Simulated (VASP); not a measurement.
# K (Cmcm) in VASP: settings compared, part 2 of 2

VASP 6.6.1.

## Step 4: Single point, PBE

This run uses another cell than the first one, of 77.09 Å³/atom, 1.416 times its volume.

The input, INCAR:

```
SYSTEM = K
PREC     = Accurate       ! precision mode
ENCUT    = 500            ! plane-wave cutoff, eV
EDIFF    = 1E-6           ! SCF threshold, eV
ISMEAR   = 1              ! smearing method
SIGMA    = 0.06802846561497 ! smearing width, eV
LREAL    = .False.        ! projectors in reciprocal space
LASPH    = .True.         ! aspherical terms in the spheres
NELM     = 120            ! most SCF steps
ALGO     = Normal         ! electronic algorithm
ISIF     = 2              ! what is computed and relaxed
LWAVE    = .False.        ! write WAVECAR
LCHARG   = .False.        ! write CHGCAR
GGA      = PE             ! functional
ISYM     = 0            
NBANDS   = 16             ! bands
GGA_COMPAT= .False.
```

The input, KPOINTS:

```
Automatic mesh
0
Gamma
  2 4 2
  0 0 0
```

The input, POSCAR:

```
K
1.0
    2.4379623500     -4.0476104500      0.0000000000
    2.4379623500      4.0476104500      0.0000000000
    0.0000000000      0.0000000000      7.8117980100
K
2
Direct
    0.8206130200      0.1793869800      0.2500000000
    0.1793869800      0.8206130200      0.7500000000
```

Potentials or basis: VASP PAW PBE potentials, release 64 (K_sv).

Launch:

```console
> cat potpaw_PBE.64/K_sv/POTCAR > POTCAR
> mpirun -np 1 vasp_std > vasp.out
```

OUTCAR:

```text
SYSTEM = K
   PREC = Accurate
   ENCUT = 500
   EDIFF = 1E-6
   ISMEAR = 1
   LREAL = .False.
   LASPH = .True.
   NELM = 120
   ISIF = 2
   GGA = PE
   ISYM = 0

 ion  position               nearest neighbor table
   1  0.821  0.179  0.250-
   2  0.179  0.821  0.750-

IMPORTANT INFORMATION: All symmetrisations will be switched off!
NOSYMM: (Re-)initialisation of all symmetry stuff for point group C_1.

----------------------------------------------------------------------------------------

                                     Primitive cell

  volume of cell :     154.1724

  direct lattice vectors                    reciprocal lattice vectors
     2.437962350 -4.047610450  0.000000000     0.205089303 -0.123529674  0.000000000
     2.437962350  4.047610450  0.000000000     0.205089303  0.123529674  0.000000000
     0.000000000  0.000000000  7.811798010     0.000000000  0.000000000  0.128011502

  length of vectors
     4.725125477  4.725125477  7.811798010     0.239418468  0.239418468  0.128011502

  position of ions in fractional coordinates (direct lattice)
     0.820613020  0.179386980  0.250000000
     0.179386980  0.820613020  0.750000000

  ion indices of the primitive-cell ions
   primitive index   ion index
                 1           1
                 2           2

----------------------------------------------------------------------------------------

 KPOINTS: Automatic mesh

Automatic generation of k-mesh.
 Grid dimensions read from file:
 generate k-points for:    2    4    2

 Generating k-lattice:

  Cartesian coordinates                     Fractional coordinates (reciprocal lattice)
     0.102544652 -0.061764837  0.000000000     0.500000000 -0.000000000  0.000000000
[... 83 lines left out ...]
   ISMEAR =     1;   SIGMA  =   0.07  broadening in eV -4-tet -1-fermi 0-gaus
   EFERMI_NEDOS =   21; number of points for ismear=-14 and -15
   IALGO  =     38    algorithm
   IMIX   =      4    mixing-type and parameters
     AMIX     =   0.40;   BMIX     =  1.00
     AMIX_MAG =   1.60;   BMIX_MAG =  1.00
  volume/ion in A,a.u.               =      77.09       520.20
  Fermi-wavevector in a.u.,A,eV,Ry     =   0.800135  1.512036  8.710674  0.640216
  Thomas-Fermi vector in A             =   1.907373
   LORBIT       =      0    0 simple, 1 ext, 2 COOP (PROOUT), +10 PAW based schemes
   GGA     = PE    functional components
   LHFCALC =     F    Hartree Fock is set to
   AEXX    =    0.0000 exact exchange contribution
   IVDW    =     0    specifies the selected vdW correction
   LEPSILON=     F    determine dielectric tensor
   LRPA    =     F    only Hartree local field effects (RPA)
 non-spin polarized calculation
 Methfessel and Paxton  Order N= 1 SIGMA  =   0.07
  energy-cutoff  :      500.00
  volume of cell :      154.17
 maximum number of plane-waves:      3939
 NGX is ok and might be reduce to    36
   NGX = 17   NGY = 17   NGZ = 29

 number of electron      18.0000000 magnetization

 Free energy of the ion-electron system (eV)
  ---------------------------------------------------
  ext. energy  EPLUGINS =         0.00000000
  ---------------------------------------------------
  free energy    TOTEN  =        -1.88092030 eV

  energy without entropy =       -1.88017384  energy(sigma->0) =       -1.88067148

 E-fermi :   0.0249     XC(G=0):  -5.5348

 val. band max:       -0.0102493297   @ k =   0.0000   0.5000   0.0000
 cond. band min:       0.0661174321   @ k =   0.5000   0.2500   0.5000
 fundamental gap:      0.0763667618
 Fermi energy:         0.0249281454

 k-point     1 :       0.0000    0.0000    0.0000
  band No.  band energies     occupation
      1     -32.3623      2.00000
      2     -32.3594      2.00000
      3     -15.8721      2.00000
      4     -15.8253      2.00000
      5     -15.8222      2.00000
      6     -15.8195      2.00000
[... 205 lines left out ...]
      3     -15.8733      2.00000
      4     -15.8733      2.00000
      5     -15.8331      2.00000
      6     -15.8331      2.00000
[... 8 lines left out ...]
     15       3.8647      0.00000
     16       3.8647      0.00000

------------------------ aborting loop because EDIFF is reached ----------------------------------------

  FORCE on cell =-STRESS in cart. coord.  units (eV):
  Direction    XX          YY          ZZ          XY          YZ          ZX
  --------------------------------------------------------------------------------------
  -------------------------------------------------------------------------------------
  Total        0.4600518      0.2295764     -0.8076314     -0.0245700      0.0000021     -0.0000080
  in kB        4.7809104      2.3857837     -8.3929969     -0.2553345      0.0000214     -0.0000829
  external PRESSURE =      -0.4087676 kB  Pullay stress =       0.0000000 kB

 VOLUME and BASIS-vectors are now :
 -----------------------------------------------------------------------------
  energy-cutoff  :      500.00
  volume of cell :      154.17
      direct lattice vectors                 reciprocal lattice vectors
     2.437962350 -4.047610450  0.000000000     0.205089303 -0.123529674  0.000000000
     2.437962350  4.047610450  0.000000000     0.205089303  0.123529674  0.000000000
     0.000000000  0.000000000  7.811798010     0.000000000  0.000000000  0.128011502

 POSITION                                       TOTAL-FORCE (eV/Angst)
 -----------------------------------------------------------------------------------
      2.43796     -2.59543      1.95295        -0.000522      0.003190     -0.000007
      2.43796      2.59543      5.85885         0.000522     -0.003190      0.000007
 -----------------------------------------------------------------------------------
    total drift:                                0.000011      0.000016      0.000006

  FREE ENERGIE OF THE ION-ELECTRON SYSTEM (eV)
  ---------------------------------------------------
  free  energy   TOTEN  =        -1.8809203035 eV

  energy  without entropy=       -1.8801738356  energy(sigma->0) =       -1.88067148
```

OSZICAR:

```text
N       E                     dE             d eps       ncg     rms          rms(c)
DAV:   1     0.108441886721E+03    0.10844E+03   -0.74975E+03   384   0.855E+02
DAV:   2     0.653566170168E+01   -0.10191E+03   -0.10008E+03   448   0.256E+02
DAV:   3    -0.151538218737E+01   -0.80510E+01   -0.80137E+01   704   0.506E+01
DAV:   4    -0.187417762884E+01   -0.35880E+00   -0.35825E+00   568   0.807E+00
DAV:   5    -0.187869942019E+01   -0.45218E-02   -0.45207E-02   648   0.796E-01    0.274E+00
DAV:   6    -0.187959003087E+01   -0.89061E-03   -0.21141E-03   536   0.304E-01    0.168E+00
DAV:   7    -0.188071127617E+01   -0.11212E-02   -0.45334E-03   520   0.404E-01    0.654E-02
DAV:   8    -0.188089181734E+01   -0.18054E-03   -0.54623E-04   632   0.175E-01    0.287E-02
DAV:   9    -0.188091698096E+01   -0.25164E-04   -0.15516E-05   544   0.281E-02    0.135E-02
DAV:  10    -0.188091990310E+01   -0.29221E-05   -0.73785E-06   544   0.181E-02    0.170E-03
DAV:  11    -0.188092030347E+01   -0.40038E-06   -0.34229E-07   336   0.427E-03
   1 F= -.18809203E+01 E0= -.18806715E+01  d E =-.746468E-03
```

stdout:

```text
POSCAR found type information on POSCAR K
 POSCAR found :  1 types and       2 ions
 scaLAPACK will be used
 LDA part: xc-table for (Slater+PW92), standard interpolation
 -----------------------------------------------------------------------------
|                                                                             |
|           W    W    AA    RRRRR   N    N  II  N    N   GGGG   !!!           |
|           W    W   A  A   R    R  NN   N  II  NN   N  G    G  !!!           |
|           W    W  A    A  R    R  N N  N  II  N N  N  G       !!!           |
|           W WW W  AAAAAA  RRRRR   N  N N  II  N  N N  G  GGG   !            |
|           WW  WW  A    A  R   R   N   NN  II  N   NN  G    G                |
|           W    W  A    A  R    R  N    N  II  N    N   GGGG   !!!           |
|                                                                             |
|     Your reciprocal lattice and k-lattice belong to different lattice       |
|     classes:                                                                |
|                                                                             |
|        The reciprocal lattice is base centered orthorhombic,                |
|        whereas your k-lattice is simple monoclinic.                         |
|                                                                             |
|     Results are often still useful ...                                      |
|                                                                             |
 -----------------------------------------------------------------------------

 POSCAR, INCAR and KPOINTS ok, starting setup
 FFT: planning ... GRIDC
 FFT: planning ... GRID_SOFT
 FFT: planning ... GRID
 WAVECAR not read
 entering main loop
```

It took 34 s on 1 thread of AMD EPYC 7R43 (Zen 3), shared host; peak memory 0.21 GiB.

Results:

```yaml
Free_energy: -1.8809 eV
Pressure: 0.0 GPa
Largest_force: 0.003 eV/Å
Band_gap_on_the_k_mesh: zero (band 9 reaches 0.49 eV, above the bottom of band 10 at -1.62 eV)
```

Forces in eV/Å, atoms in the order of the input:
```
K   -0.001  0.003  0.000
K    0.001 -0.003  0.000
```

Caveat: the k points lie up to 0.75 Å⁻¹ apart.

## Step 5: The runs side by side

| level | spin | cell | k mesh | smearing | gap on the mesh (eV) | pressure (GPa) |
| --- | --- | --- | --- | --- | --- | --- |
| RPBE+D4 | non-collinear, zero start, SOC | a = 4.207, b = 4.207, c = 6.956 Å, angles 90.0, 90.0, 117.9°, 2 atoms | 1 × 1 × 1 | gaussian 0.1 eV | - | 0.9 |
| PBE | off | a = 4.725, b = 4.725, c = 7.812 Å, angles 90.0, 90.0, 117.9°, 2 atoms | 5 × 1 × 3 | gaussian 0.1 eV | none | -0.6 |
| PBE | off | a = 4.725, b = 4.725, c = 7.812 Å, angles 90.0, 90.0, 117.9°, 2 atoms | 2 × 4 × 2 | methfessel-paxton 0.0680285 eV | none | 0.0 |

Alike in all rows: task single point; potentials or basis VASP PAW PBE potentials, release 64 (K_sv); cutoff (eV) 500.

Caveats: all runs use coarse meshes; the PAW data sets were made with another functional, which shifts forces and pressure a little (some runs).

Absolute energies hang on the potentials; compare differences alone.
